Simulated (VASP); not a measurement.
# WC (Fm-3m) in VASP: single point with PBEsol

Aim: the single point of WC with PBEsol.

Everything below comes from runs of VASP 6.6.1. Logs are shortened: lines on timing, memory, paths and dates and some standing lists are left out, and cuts for length are marked.

## Step 1: The cell of the first run

It takes space group Fm-3m (No. 225, cubic). The conventional cell has a = 4.348 Å, b = 4.348 Å, c = 4.348 Å, α = 90.00°, β = 90.00°, γ = 90.00°. Within 2.9 Å of W (site symmetry m-3m) lie 6 C at 2.17 Å. Within 2.9 Å of C (site symmetry m-3m) lie 6 W at 2.17 Å.

## Step 2: Single point, PBEsol

INCAR

```
SYSTEM = WC
PREC = Accurate ; ENCUT = 1300
EDIFF = 1E-6 ; ISMEAR = 0
SIGMA = 0.1 ; LREAL = .False.
LASPH = .True. ; NELM = 120
ALGO = Normal ; ISIF = 2
LWAVE = .False. ; LCHARG = .False.
GGA = PS ; NBANDS = 16
GGA_COMPAT = .False.
```

KPOINTS

```
Automatic mesh
0
Gamma
  8 8 8
  0 0 0
```

POSCAR

```
WC
1.0
    0.0000000000      2.1737591718      2.1737591718
    2.1737591718      0.0000000000      2.1737591718
    2.1737591718      2.1737591718      0.0000000000
W C
1 1
Direct
    0.0000000000      0.0000000000      0.0000000000
    0.5000000000      0.5000000000      0.5000000000
```

Potentials or basis: VASP PAW PBE potentials, release 64 (W_sv, C_h).

Launch:

```console
cat potpaw_PBE.64/W_sv/POTCAR potpaw_PBE.64/C_h/POTCAR > POTCAR
mpirun -np 1 vasp_std > vasp.out
```

OUTCAR:

```text
SYSTEM = WC
   PREC = Accurate
   ENCUT = 1300
   EDIFF = 1E-6
   ISMEAR = 0
   LREAL = .False.
   LASPH = .True.
   NELM = 120
   ISIF = 2
   GGA = PS

 ion  position               nearest neighbor table
   1  0.000  0.000  0.000-   2 2.17   2 2.17   2 2.17   2 2.17   2 2.17   2 2.17
   2  0.500  0.500  0.500-   1 2.17   1 2.17   1 2.17   1 2.17   1 2.17   1 2.17

  LATTYP: Found a face centered cubic cell.
 ALAT       =     4.3475183436

  Lattice vectors:

 A1 = (   0.0000000000,   2.1737591718,   2.1737591718)
 A2 = (   2.1737591718,   0.0000000000,   2.1737591718)
 A3 = (   2.1737591718,   2.1737591718,   0.0000000000)

Analysis of symmetry for initial positions (statically):
=====================================================================
 Subroutine PRICEL returns:
 Original cell was already a primitive cell.

 Routine SETGRP: Setting up the symmetry group for a
 face centered cubic supercell.

 Subroutine GETGRP returns: Found 48 space group operations
 (whereof 48 operations were pure point group operations)
 out of a pool of 48 trial point group operations.

The static configuration has the point symmetry O_h .

Analysis of symmetry for dynamics (positions and initial velocities):
=====================================================================
 Subroutine PRICEL returns:
 Original cell was already a primitive cell.

 Routine SETGRP: Setting up the symmetry group for a
 face centered cubic supercell.

 Subroutine GETGRP returns: Found 48 space group operations
 (whereof 48 operations were pure point group operations)
 out of a pool of 48 trial point group operations.

The dynamic configuration has the point symmetry O_h .

 Subroutine INISYM returns: Found 48 space group operations
 (whereof 48 operations are pure point group operations),
 and found     1 'primitive' translations

----------------------------------------------------------------------------------------

                                     Primitive cell

  volume of cell :      20.5430

  direct lattice vectors                    reciprocal lattice vectors
     0.000000000  2.173759172  2.173759172    -0.230016281  0.230016281  0.230016281
     2.173759172  0.000000000  2.173759172     0.230016281 -0.230016281  0.230016281
     2.173759172  2.173759172  0.000000000     0.230016281  0.230016281 -0.230016281

  length of vectors
     3.074159702  3.074159702  3.074159702     0.398399885  0.398399885  0.398399885

  position of ions in fractional coordinates (direct lattice)
     0.000000000  0.000000000  0.000000000
     0.500000000  0.500000000  0.500000000

  ion indices of the primitive-cell ions
   primitive index   ion index
                 1           1
                 2           2

----------------------------------------------------------------------------------------

 KPOINTS: Automatic mesh

Automatic generation of k-mesh.
 Grid dimensions read from file:
 generate k-points for:    8    8    8

 Generating k-lattice:

  Cartesian coordinates                     Fractional coordinates (reciprocal lattice)
    -0.028752035  0.028752035  0.028752035     0.125000000  0.000000000  0.000000000
     0.028752035 -0.028752035  0.028752035     0.000000000  0.125000000  0.000000000
     0.028752035  0.028752035 -0.028752035     0.000000000  0.000000000  0.125000000

  Length of vectors
     0.049799986  0.049799986  0.049799986

  Shift w.r.t. Gamma in fractional coordinates (k-lattice)
     0.000000000  0.000000000  0.000000000

 Subroutine IBZKPT returns following result:
 ===========================================

 Found     29 irreducible k-points:

 Following reciprocal coordinates:
            Coordinates               Weight
  0.000000  0.000000  0.000000      1.000000
  0.125000  0.000000  0.000000      8.000000
  0.250000  0.000000  0.000000      8.000000
  0.375000  0.000000  0.000000      8.000000
  0.500000  0.000000  0.000000      4.000000
  0.125000  0.125000  0.000000      6.000000
[... 16 lines left out ...]
  0.500000  0.250000  0.125000     48.000000
 -0.375000  0.250000  0.125000     24.000000
 [... further k-points ...]
   k-points           NKPTS =     29   k-points in BZ     NKDIM =     29   number of bands    NBANDS=     16
   number of dos      NEDOS =    301   number of ions     NIONS =      2
   total plane-waves  NPLWV =  46656
   dimension x,y,z NGX =    36 NGY =   36 NGZ =   36
   dimension x,y,z NGXF=    72 NGYF=   72 NGZF=   72
   ions per type =               1   1
   NGX,Y,Z   is equivalent  to a cutoff of  19.47, 19.47, 19.47 a.u.
   NGXF,Y,Z  is equivalent  to a cutoff of  38.94, 38.94, 38.94 a.u.
 SYSTEM =  WC
   PREC   = accura    normal or accurate (medium, high low for compatibility)
   ISTART =      0    job   : 0-new  1-cont  2-samecut
   ICHARG =      2    charge: 1-file 2-atom 10-const
   ISPIN  =      1    spin polarized calculation?
   LNONCOLLINEAR =      F non collinear calculations
   LSORBIT =      F    spin-orbit coupling
   LASPH  =      T    aspherical Exc in radial PAW
   ENCUT  = 1300.0 eV  95.55 Ry    9.77 a.u.   9.04  9.04  9.04*2*pi/ulx,y,z
   NELM   =    120;   NELMIN=  2; NELMDL= -5     # of ELM steps
   EDIFF  = 0.1E-05   stopping-criterion for ELM
   LREAL  =      F    real-space projection
   EDIFFG = 0.1E-04   stopping-criterion for IOM
   NSW    =      0    number of steps for IOM
   IBRION =     -1    ionic relax: 0-MD 1-quasi-New 2-CG
   NFREE  =      0    steps in history (QN), initial steepest desc. (CG)
   ISIF   =      2    stress and relaxation
   ISYM   =      2    0-nonsym 1-usesym 2-fastsym
   POTIM  = 0.5000    time-step for ionic-motion
   TEBEG  =    0.0;   TEEND  =   0.0 temperature during run
   PSTRESS=    0.0 pullay stress
   NELECT =      18.0000    total number of electrons
   NUPDOWN=      -1.0000    fix difference up-down
   EMIN   =  10.00;   EMAX   =-10.00  energy-range for DOS
   EFERMI =   0.00;   METHOD = LEGACY
   ISMEAR =     0;   SIGMA  =   0.10  broadening in eV -4-tet -1-fermi 0-gaus
   EFERMI_NEDOS =   21; number of points for ismear=-14 and -15
   IALGO  =     38    algorithm
   IMIX   =      4    mixing-type and parameters
     AMIX     =   0.40;   BMIX     =  1.00
     AMIX_MAG =   1.60;   BMIX_MAG =  1.00
  volume/ion in A,a.u.               =      10.27        69.32
  Fermi-wavevector in a.u.,A,eV,Ry     =   1.566550  2.960350 33.389767  2.454079
  Thomas-Fermi vector in A             =   2.668861
   LORBIT       =      0    0 simple, 1 ext, 2 COOP (PROOUT), +10 PAW based schemes
   GGA     = PS    functional components
   LHFCALC =     F    Hartree Fock is set to
   AEXX    =    0.0000 exact exchange contribution
   IVDW    =     0    specifies the selected vdW correction
   LEPSILON=     F    determine dielectric tensor
   LRPA    =     F    only Hartree local field effects (RPA)
 non-spin polarized calculation
 Gauss-broadening in eV      SIGMA  =   0.10
  energy-cutoff  :     1300.00
  volume of cell :       20.54
 maximum number of plane-waves:      2208
   NGX = 19   NGY = 19   NGZ = 19

 number of electron      18.0000000 magnetization

 Free energy of the ion-electron system (eV)
  ---------------------------------------------------
  ext. energy  EPLUGINS =         0.00000000
  ---------------------------------------------------
  free energy    TOTEN  =       -22.99247956 eV

  energy without entropy =      -22.98449910  energy(sigma->0) =      -22.98848933

 E-fermi :  13.1200     XC(G=0): -14.0261

 val. band max:       13.0613630957   @ k =   0.5000   0.1250   0.0000
 cond. band min:      13.1550394967   @ k =  -0.2500   0.3750   0.1250
 fundamental gap:      0.0936764010
 Fermi energy:        13.1200204516

 k-point     1 :       0.0000    0.0000    0.0000
  band No.  band energies     occupation
      1     -62.3684      2.00000
      2     -26.3626      2.00000
      3     -26.3626      2.00000
      4     -26.3626      2.00000
      5      -3.0227      2.00000
      6      10.1268      2.00000
[... 8 lines left out ...]
     15      22.5833      0.00000
     16      36.6933      0.00000

 k-point     2 :       0.1250    0.0000    0.0000
  band No.  band energies     occupation
      1     -62.3623      2.00000
      2     -26.4623      2.00000
      3     -26.3732      2.00000
      4     -26.3732      2.00000
      5      -2.5727      2.00000
      6       8.8154      2.00000
[... 8 lines left out ...]
     15      23.6044      0.00000
     16      33.1469      0.00000

 k-point     3 :       0.2500    0.0000    0.0000
  band No.  band energies     occupation
      1     -62.3473      2.00000
      2     -26.6964      2.00000
      3     -26.3986      2.00000
      4     -26.3986      2.00000
      5      -1.3459      2.00000
      6       6.6418      2.00000
[... 8 lines left out ...]
     15      25.3525      0.00000
     16      30.3355      0.00000

 k-point     4 :       0.3750    0.0000    0.0000
  band No.  band energies     occupation
      1     -62.3324      2.00000
      2     -26.9222      2.00000
      3     -26.4238      2.00000
      4     -26.4238      2.00000
      5       0.3487      2.00000
      6       4.5068      2.00000
[... 8 lines left out ...]
     15      26.5096      0.00000
     16      26.6504      0.00000
[... 324 lines left out ...]
 k-point    22 :       0.3750    0.2500    0.1250
  band No.  band energies     occupation
      1     -62.3361      2.00000
      2     -26.7447      2.00000
      3     -26.5225      2.00000
      4     -26.4363      2.00000
      5      -0.6552      2.00000
      6       5.5306      2.00000
[... 8 lines left out ...]
     15      26.1905      0.00000
     16      26.4277      0.00000

 k-point    23 :       0.5000    0.2500    0.1250
  band No.  band energies     occupation
      1     -62.3241      2.00000
      2     -26.8667      2.00000
      3     -26.5879      2.00000
      4     -26.4709      2.00000
      5       0.3799      2.00000
      6       4.6991      2.00000
[... 8 lines left out ...]
     15      25.0810      0.00000
     16      26.2055      0.00000

 k-point    24 :      -0.3750    0.2500    0.1250
  band No.  band energies     occupation
      1     -62.3191      2.00000
      2     -26.9195      2.00000
      3     -26.6058      2.00000
      4     -26.4912      2.00000
      5       0.8946      2.00000
      6       4.2645      2.00000
[... 8 lines left out ...]
     15      25.4354      0.00000
     16      26.5504      0.00000

 [... further k-points ...]
[... 5 lines left out ...]
  --------------------------------------------------------------------------------------
  -------------------------------------------------------------------------------------
  Total        0.0932151      0.0932151      0.0932151     -0.0000000     -0.0000000     -0.0000000
  in kB        7.2699711      7.2699711      7.2699711     -0.0000000     -0.0000000     -0.0000000
  external PRESSURE =       7.2699711 kB  Pullay stress =       0.0000000 kB

 VOLUME and BASIS-vectors are now :
 -----------------------------------------------------------------------------
  energy-cutoff  :     1300.00
  volume of cell :       20.54
      direct lattice vectors                 reciprocal lattice vectors
     0.000000000  2.173759172  2.173759172    -0.230016281  0.230016281  0.230016281
     2.173759172  0.000000000  2.173759172     0.230016281 -0.230016281  0.230016281
     2.173759172  2.173759172  0.000000000     0.230016281  0.230016281 -0.230016281

 POSITION                                       TOTAL-FORCE (eV/Angst)
 -----------------------------------------------------------------------------------
      0.00000      0.00000      0.00000         0.000000     -0.000000     -0.000000
      2.17376      2.17376      2.17376        -0.000000      0.000000      0.000000
 -----------------------------------------------------------------------------------
    total drift:                               -0.000000      0.000000      0.000000

  FREE ENERGIE OF THE ION-ELECTRON SYSTEM (eV)
  ---------------------------------------------------
  free  energy   TOTEN  =       -22.9924795577 eV

  energy  without entropy=      -22.9844991047  energy(sigma->0) =      -22.98848933
```

It took 25 s on 1 thread of Intel Xeon Platinum 8488C (Sapphire Rapids), shared host; peak memory 0.23 GiB.

What came out:

```
Free energy            : -22.9925 eV
Pressure               : 0.7 GPa
Band gap on the k mesh : zero (bands 9 and 10 overlap by 3.24 eV)
```

Caveat: the PAW data sets were made with another functional, which shifts forces and pressure a little; spin-orbit coupling is left out, which moves the levels of the heavy elements.

The gap in the log of VASP goes by the Fermi energy; the results here count the filled bands.